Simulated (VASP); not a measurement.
C: single point with LDA

The system is C.

```
C
1.0
     0.00000    1.80687    1.80687
     1.80687    0.00000    1.80687
     1.80687    1.80687    0.00000
C
2
Direct
  0.50000 0.50000 0.50000
  0.75000 0.75000 0.75000
```

This cell differs from its parent crystal: volume scaled by 1.04.

```yaml
Program: VASP 6.6.1
Task: single point
Functional: LDA
Potentials_or_basis: VASP PAW LDA potentials, release 64 (C)
Cutoff: 520 eV
k_mesh: 16 × 16 × 16
Occupations: fermi-dirac, width 0.03 eV
Spin: no spin polarisation
```

```
Pressure               : -27.1 GPa
Band gap on the k mesh : 4.01 eV, indirect (least direct gap 5.43 eV)
```

Levels at points of the mesh, in eV from the valence-band top:
```csv
k point,band 1,band 2,band 3,band 4,band 5,band 6,band 7,band 8
"(0.00, 0.00, 0.00)",-20.80,0.00,0.00,0.00,5.43,5.43,5.43,12.67
"(0.50, 0.00, 0.00)",-15.18,-12.93,-2.69,-2.69,8.21,8.21,8.48,15.04
"(0.50, 0.50, 0.00)",-12.34,-12.34,-6.06,-6.06,4.62,4.62,16.04,16.04
```

Run time: 10 s on 1 thread of Intel Xeon 6975P-C, on a shared host, peak memory 0.12 GiB.

 A k mesh can miss the band edges.
